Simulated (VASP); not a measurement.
# Cu (Fm-3m) in VASP: further runs

The runs below take Cu through single point, with PBEsol.

Program: VASP 6.6.1. These are calculated values, not measurements. Logs are shortened: lines on timing, memory, paths and dates and some standing lists are left out, and cuts for length are marked.

## (1) The cell of the first run

Symmetry: Fm-3m, No. 225, cubic system. Conventional cell: a = 3.651 Å, b = 3.651 Å, c = 3.651 Å, α = 90.00°, β = 90.00°, γ = 90.00°. Within 3.4 Å of Cu (site symmetry m-3m) lie 12 Cu at 2.58 Å.

## (2) Single point, PBEsol (volume scaled by 1.03)

Contents of INCAR:

```
PREC = Accurate ; ENCUT = 520
EDIFF = 1E-6 ; ISMEAR = -1
SIGMA = 0.08 ; LREAL = False
LASPH = True ; NELM = 100
ALGO = Normal ; ISIF = 2
LWAVE = False ; LCHARG = False
GGA = PS ; NBANDS = 12
```

Contents of KPOINTS:

```
regular mesh
0
Gamma
  19 19 19
```

Contents of POSCAR:

```
Cu
1.0
    0.0000000000      1.8253972036      1.8253972036
    1.8253972036      0.0000000000      1.8253972036
    1.8253972036      1.8253972036      0.0000000000
Cu
1
Direct
    0.0000000000      0.0000000000      0.0000000000
```

Potentials or basis: VASP PAW PBE potentials, release 64 (Cu).

The run is started by

```
> cat potpaw_PBE.64/Cu/POTCAR > POTCAR
> mpirun -np 1 vasp_std > vasp.out
```

OUTCAR:

```text
PREC = Accurate
   ENCUT = 520
   EDIFF = 1E-6
   ISMEAR = -1
   LREAL = False
   LASPH = True
   NELM = 100
   ISIF = 2
   GGA = PS

 ion  position               nearest neighbor table
   1  0.000  0.000  0.000-

  LATTYP: Found a face centered cubic cell.
 ALAT       =     3.6507944072

  Lattice vectors:

 A1 = (   0.0000000000,   1.8253972036,   1.8253972036)
 A2 = (   1.8253972036,   0.0000000000,   1.8253972036)
 A3 = (   1.8253972036,   1.8253972036,   0.0000000000)

Analysis of symmetry for initial positions (statically):
=====================================================================
 Subroutine PRICEL returns:
 Original cell was already a primitive cell.

 Routine SETGRP: Setting up the symmetry group for a
 face centered cubic supercell.

 Subroutine GETGRP returns: Found 48 space group operations
 (whereof 48 operations were pure point group operations)
 out of a pool of 48 trial point group operations.

The static configuration has the point symmetry O_h .

Analysis of symmetry for dynamics (positions and initial velocities):
=====================================================================
 Subroutine PRICEL returns:
 Original cell was already a primitive cell.

 Routine SETGRP: Setting up the symmetry group for a
 face centered cubic supercell.

 Subroutine GETGRP returns: Found 48 space group operations
 (whereof 48 operations were pure point group operations)
 out of a pool of 48 trial point group operations.

The dynamic configuration has the point symmetry O_h .

 Subroutine INISYM returns: Found 48 space group operations
 (whereof 48 operations are pure point group operations),
 and found     1 'primitive' translations

----------------------------------------------------------------------------------------

                                     Primitive cell

  volume of cell :      12.1647

  direct lattice vectors                    reciprocal lattice vectors
     0.000000000  1.825397204  1.825397204    -0.273912987  0.273912987  0.273912987
     1.825397204  0.000000000  1.825397204     0.273912987 -0.273912987  0.273912987
     1.825397204  1.825397204  0.000000000     0.273912987  0.273912987 -0.273912987

  length of vectors
     2.581501482  2.581501482  2.581501482     0.474431210  0.474431210  0.474431210

  position of ions in fractional coordinates (direct lattice)
     0.000000000  0.000000000  0.000000000

  ion indices of the primitive-cell ions
   primitive index   ion index
                 1           1

----------------------------------------------------------------------------------------

 KPOINTS: regular mesh

Automatic generation of k-mesh.
 Grid dimensions read from file:
 generate k-points for:   19   19   19

 Generating k-lattice:

  Cartesian coordinates                     Fractional coordinates (reciprocal lattice)
    -0.014416473  0.014416473  0.014416473     0.052631579  0.000000000  0.000000000
     0.014416473 -0.014416473  0.014416473     0.000000000  0.052631579  0.000000000
     0.014416473  0.014416473 -0.014416473     0.000000000  0.000000000  0.052631579

  Length of vectors
     0.024970064  0.024970064  0.024970064

  Shift w.r.t. Gamma in fractional coordinates (k-lattice)
     0.000000000  0.000000000  0.000000000

 Subroutine IBZKPT returns following result:
 ===========================================

 Found    220 irreducible k-points:

 Following reciprocal coordinates:
            Coordinates               Weight
  0.000000  0.000000  0.000000      1.000000
  0.052632  0.000000  0.000000      8.000000
  0.105263  0.000000  0.000000      8.000000
  0.157895  0.000000  0.000000      8.000000
  0.210526  0.000000  0.000000      8.000000
  0.263158  0.000000  0.000000      8.000000
[... 16 lines left out ...]
 -0.315789  0.052632  0.000000     24.000000
 -0.263158  0.052632  0.000000     24.000000
 [... further k-points ...]
   k-points           NKPTS =    220   k-points in BZ     NKDIM =    220   number of bands    NBANDS=     12
   number of dos      NEDOS =    301   number of ions     NIONS =      1
   total plane-waves  NPLWV =   8000
   dimension x,y,z NGX =    20 NGY =   20 NGZ =   20
   dimension x,y,z NGXF=    40 NGYF=   40 NGZF=   40
   ions per type =               1
   NGX,Y,Z   is equivalent  to a cutoff of  12.88, 12.88, 12.88 a.u.
   NGXF,Y,Z  is equivalent  to a cutoff of  25.76, 25.76, 25.76 a.u.
 SYSTEM =  unknown system
   PREC   = accura    normal or accurate (medium, high low for compatibility)
   ISTART =      0    job   : 0-new  1-cont  2-samecut
   ICHARG =      2    charge: 1-file 2-atom 10-const
   ISPIN  =      1    spin polarized calculation?
   LNONCOLLINEAR =      F non collinear calculations
   LSORBIT =      F    spin-orbit coupling
   LASPH  =      T    aspherical Exc in radial PAW
   ENCUT  =  520.0 eV  38.22 Ry    6.18 a.u.   4.80  4.80  4.80*2*pi/ulx,y,z
   NELM   =    100;   NELMIN=  2; NELMDL= -5     # of ELM steps
   EDIFF  = 0.1E-05   stopping-criterion for ELM
   LREAL  =      F    real-space projection
   EDIFFG = 0.1E-04   stopping-criterion for IOM
   NSW    =      0    number of steps for IOM
   IBRION =     -1    ionic relax: 0-MD 1-quasi-New 2-CG
   NFREE  =      0    steps in history (QN), initial steepest desc. (CG)
   ISIF   =      2    stress and relaxation
   ISYM   =      2    0-nonsym 1-usesym 2-fastsym
   POTIM  = 0.5000    time-step for ionic-motion
   TEBEG  =    0.0;   TEEND  =   0.0 temperature during run
   PSTRESS=    0.0 pullay stress
   NELECT =      11.0000    total number of electrons
   NUPDOWN=      -1.0000    fix difference up-down
   EMIN   =  10.00;   EMAX   =-10.00  energy-range for DOS
   EFERMI =   0.00;   METHOD = LEGACY
   ISMEAR =    -1;   SIGMA  =   0.08  broadening in eV -4-tet -1-fermi 0-gaus
   EFERMI_NEDOS =   21; number of points for ismear=-14 and -15
   IALGO  =     38    algorithm
   IMIX   =      4    mixing-type and parameters
     AMIX     =   0.40;   BMIX     =  1.00
     AMIX_MAG =   1.60;   BMIX_MAG =  1.00
  volume/ion in A,a.u.               =      12.16        82.09
  Fermi-wavevector in a.u.,A,eV,Ry     =   1.583088  2.991602 34.098474  2.506167
  Thomas-Fermi vector in A             =   2.682912
   LORBIT       =      0    0 simple, 1 ext, 2 COOP (PROOUT), +10 PAW based schemes
   GGA     = PS    functional components
   LHFCALC =     F    Hartree Fock is set to
   AEXX    =    0.0000 exact exchange contribution
   IVDW    =     0    specifies the selected vdW correction
   LEPSILON=     F    determine dielectric tensor
   LRPA    =     F    only Hartree local field effects (RPA)
 non-spin polarized calculation
  energy-cutoff  :      520.00
  volume of cell :       12.16
 maximum number of plane-waves:       335
   NGX =  9   NGY =  9   NGZ =  9

 number of electron      10.9999992 magnetization

 Free energy of the ion-electron system (eV)
  ---------------------------------------------------
  ext. energy  EPLUGINS =         0.00000000
  ---------------------------------------------------
  free energy    TOTEN  =        -4.28549877 eV

  energy without entropy =       -4.27792504  energy(sigma->0) =       -4.28171190

 E-fermi :   7.0661     XC(G=0): -12.7368

 val. band max:        7.0516847920   @ k =  -0.3684   0.1579   0.0000
 cond. band min:       7.0823315453   @ k =  -0.3684   0.1579   0.0526
 fundamental gap:      0.0306467533
 Fermi energy:         7.0660962710

 k-point     1 :       0.0000    0.0000    0.0000
  band No.  band energies     occupation
      1      -2.1246      2.00000
      2       4.0980      2.00000
      3       4.0980      2.00000
      4       4.0980      2.00000
      5       4.8924      2.00000
      6       4.8924      2.00000
      7      29.3860      0.00000
      8      31.7718      0.00000
      9      31.7718      0.00000
     10      31.7718      0.00000
     11      34.2293      0.00000
     12      34.2293      0.00000

 k-point     2 :       0.0526    0.0000    0.0000
  band No.  band energies     occupation
      1      -2.0257      2.00000
      2       4.0774      2.00000
      3       4.1165      2.00000
      4       4.1165      2.00000
      5       4.8850      2.00000
      6       4.8850      2.00000
      7      28.7751      0.00000
      8      30.5423      0.00000
      9      31.4383      0.00000
     10      31.4383      0.00000
     11      34.7069      0.00000
     12      34.7069      0.00000

 k-point     3 :       0.1053    0.0000    0.0000
  band No.  band energies     occupation
      1      -1.7318      2.00000
      2       4.0209      2.00000
      3       4.1655      2.00000
      4       4.1655      2.00000
      5       4.8692      2.00000
      6       4.8692      2.00000
      7      26.4945      0.00000
      8      30.0200      0.00000
      9      30.8114      0.00000
     10      30.8114      0.00000
     11      35.7317      0.00000
     12      35.7318      0.00000

 k-point     4 :       0.1579    0.0000    0.0000
  band No.  band energies     occupation
      1      -1.2526      2.00000
      2       3.9443      2.00000
      3       4.2232      2.00000
      4       4.2232      2.00000
      5       4.8651      2.00000
      6       4.8651      2.00000
      7      23.7982      0.00000
      8      29.7994      0.00000
      9      30.1990      0.00000
     10      30.1990      0.00000
     11      36.1412      0.00000
     12      36.6369      0.00000

 k-point     5 :       0.2105    0.0000    0.0000
  band No.  band energies     occupation
      1      -0.6086      2.00000
      2       3.8754      2.00000
      3       4.2556      2.00000
      4       4.2556      2.00000
      5       4.9035      2.00000
      6       4.9035      2.00000
      7      21.1336      0.00000
      8      29.5094      0.00000
      9      29.6792      0.00000
     10      29.6792      0.00000
     11      35.9400      0.00000
     12      35.9400      0.00000

 k-point     6 :       0.2632    0.0000    0.0000
  band No.  band energies     occupation
      1       0.1566      2.00000
      2       3.8624      2.00000
      3       4.2422      2.00000
      4       4.2422      2.00000
      5       4.9994      2.00000
      6       4.9994      2.00000
      7      18.5825      0.00000
      8      29.1290      0.00000
      9      29.2687      0.00000
     10      29.2687      0.00000
     11      34.6930      0.00000
     12      34.6930      0.00000

 k-point     7 :       0.3158    0.0000    0.0000
  band No.  band energies     occupation
      1       0.9490      2.00000
      2       3.9953      2.00000
      3       4.1964      2.00000
      4       4.1964      2.00000
      5       5.1311      2.00000
      6       5.1311      2.00000
      7      16.1859      0.00000
      8      28.7153      0.00000
      9      28.9674      0.00000
     10      28.9674      0.00000
     11      33.5685      0.00000
     12      33.5685      0.00000

 k-point     8 :       0.3684    0.0000    0.0000
  band No.  band energies     occupation
      1       1.5955      2.00000
      2       4.1425      2.00000
      3       4.1425      2.00000
      4       4.4215      2.00000
      5       5.2640      2.00000
      6       5.2640      2.00000
      7      13.9924      0.00000
      8      28.3400      0.00000
      9      28.7672      0.00000
     10      28.7672      0.00000
     11      32.6641      0.00000
     12      32.6641      0.00000
[... 166 lines left out ...]
 k-point    20 :      -0.4737    0.0526    0.0000
  band No.  band energies     occupation
      1       2.1613      2.00000
      2       4.0383      2.00000
      3       4.1000      2.00000
      4       5.1049      2.00000
      5       5.4243      2.00000
      6       6.4978      1.99836
      7      10.6757      0.00000
      8      26.7924      0.00000
      9      28.0461      0.00000
     10      28.1209      0.00000
     11      32.3291      0.00000
     12      32.9090      0.00000

 k-point    21 :      -0.4211    0.0526    0.0000
  band No.  band energies     occupation
      1       2.0798      2.00000
      2       4.0601      2.00000
      3       4.1132      2.00000
      4       4.9494      2.00000
      5       5.3567      2.00000
      6       6.0228      2.00000
      7      11.6292      0.00000
      8      26.4925      0.00000
      9      28.3266      0.00000
     10      28.6482      0.00000
     11      32.0423      0.00000
     12      33.2140      0.00000

 k-point    22 :      -0.3684    0.0526    0.0000
  band No.  band energies     occupation
      1       1.8119      2.00000
      2       4.1046      2.00000
      3       4.1498      2.00000
      4       4.4722      2.00000
      5       5.2403      2.00000
      6       5.5772      2.00000
      7      13.3820      0.00000
      8      26.3444      0.00000
      9      28.7125      0.00000
     10      29.3846      0.00000
     11      31.9934      0.00000
     12      33.6184      0.00000

 k-point    23 :      -0.3158    0.0526    0.0000
  band No.  band energies     occupation
      1       1.2614      2.00000
      2       4.0246      2.00000
      3       4.1636      2.00000
      4       4.2027      2.00000
      5       5.0937      2.00000
      6       5.3482      2.00000
      7      15.4966      0.00000
      8      26.3582      0.00000
      9      29.2351      0.00000
     10      30.1417      0.00000
     11      32.2799      0.00000
     12      34.0429      0.00000

 k-point    24 :      -0.2632    0.0526    0.0000
  band No.  band energies     occupation
      1       0.5013      2.00000
      2       3.8419      2.00000
      3       4.2205      2.00000
      4       4.2572      2.00000
      5       4.9441      2.00000
      6       5.1781      2.00000
      7      17.8345      0.00000
      8      26.5277      0.00000
      9      29.8338      0.00000
     10      30.7599      0.00000
     11      33.0373      0.00000
     12      34.3757      0.00000

 [... further k-points ...]
[... 5 lines left out ...]
  --------------------------------------------------------------------------------------
  -------------------------------------------------------------------------------------
  Total       -0.7233031     -0.7233031     -0.7233031      0.0000000     -0.0000000      0.0000000
  in kB      -95.2639863    -95.2639863    -95.2639863      0.0000000     -0.0000000      0.0000000
  external PRESSURE =     -95.2639863 kB  Pullay stress =       0.0000000 kB

 VOLUME and BASIS-vectors are now :
 -----------------------------------------------------------------------------
  energy-cutoff  :      520.00
  volume of cell :       12.16
      direct lattice vectors                 reciprocal lattice vectors
     0.000000000  1.825397204  1.825397204    -0.273912987  0.273912987  0.273912987
     1.825397204  0.000000000  1.825397204     0.273912987 -0.273912987  0.273912987
     1.825397204  1.825397204  0.000000000     0.273912987  0.273912987 -0.273912987

 POSITION                                       TOTAL-FORCE (eV/Angst)
 -----------------------------------------------------------------------------------
      0.00000      0.00000      0.00000        -0.000000      0.000000     -0.000000
 -----------------------------------------------------------------------------------
    total drift:                                0.000000     -0.000000     -0.000000

  FREE ENERGIE OF THE ION-ELECTRON SYSTEM (eV)
  ---------------------------------------------------
  free  energy   TOTEN  =        -4.2854987680 eV

  energy  without entropy=       -4.2779250393  energy(sigma->0) =       -4.28171190
```

It took 34 s on 1 thread of Intel Xeon 8259CL, shared host; peak memory 0.14 GiB.

Results:

* Free energy: -4.2855 eV
* Pressure: -9.5 GPa

Caveat: the PAW data sets were made with another functional, which shifts forces and pressure a little.

## (3) Single point, PBEsol (volume scaled by 1.06)

Contents of INCAR:

```
  ALGO = Normal
  EDIFF = 1E-7
  ENCUT = 520
  GGA = PS
  ISIF = 2
  ISMEAR = -1
  LASPH = T
  LCHARG = F
  LREAL = F
  LWAVE = F
  NBANDS = 12
  NELM = 100
  PREC = Accurate
  SIGMA = 0.08
```

Contents of KPOINTS:

```
k-points
0
Gamma
  19 19 19
```

Contents of POSCAR:

```
Cu
1.0
    0.0000000000      1.8429501765      1.8429501765
    1.8429501765      0.0000000000      1.8429501765
    1.8429501765      1.8429501765      0.0000000000
Cu
1
Direct
    0.0000000000      0.0000000000      0.0000000000
```

Potentials or basis: VASP PAW PBE potentials, release 64 (Cu).

The run is started by

```
> cat potpaw_PBE.64/Cu/POTCAR > POTCAR
> mpirun -np 1 vasp_std > vasp.out
```

Run time: 34 s. Hardware: 1 thread of Intel Xeon 8259CL, shared host; peak memory 0.15 GiB.

It converged, with:

```
Free energy : -4.2612 eV
Pressure    : -12.6 GPa
```

Levels at points of the mesh, in eV from the Fermi level:
| k point | band 3 | band 4 | band 5 | band 6 | band 7 | band 8 | band 9 | band 10 |
| --- | --- | --- | --- | --- | --- | --- | --- | --- |
| (0.00, 0.00, 0.00) | -2.88 | -2.88 | -2.12 | -2.12 | 22.09 | 24.26 | 24.26 | 24.26 |

Caveat: the PAW data sets were made with another functional, which shifts forces and pressure a little.
